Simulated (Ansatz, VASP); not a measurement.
**One calculation of SiO, two programs**

```
Si O
1.0
     2.80697    0.00000    0.00000
     0.00000    2.80697    0.00000
     0.00000    0.00000    2.77890
Si O
1 1
Direct
  0.00000 0.00000 0.00000
  0.50000 0.50000 0.50000
```

Alike in both runs: functional PBE; k mesh 8 × 8 × 8; occupations fermi-dirac, width 0.05 eV; no spin polarisation.

|  | VASP | Ansatz |
| --- | --- | --- |
| version | VASP 6.6.1 | Ansatz 0.2.0 |
| potentials or method | VASP PAW PBE potentials, release 64 (Si, O) | Ansatz PAW |
| plane-wave cutoff (eV) | 520 | 420 |
| valence electrons in the cell | 10 | 10 |
| task | single point | band structure |

Ansatz gave:

```
gap on the k mesh at the Fermi level (eV)                     : none
pressure (GPa)                                                : 0.6
traceless stress, the component that is largest in VASP (GPa) : 0.26
```

Q: What did VASP give for the same quantities?

A: gap on the k mesh at the Fermi level (eV): none; pressure (GPa): 0.5; traceless stress, the component that is largest in VASP (GPa): 0.27.

A gap of «none» marks a metal or a gap that the smearing closes. The functional is the same, so the differences come from potentials, cutoffs and numerics.
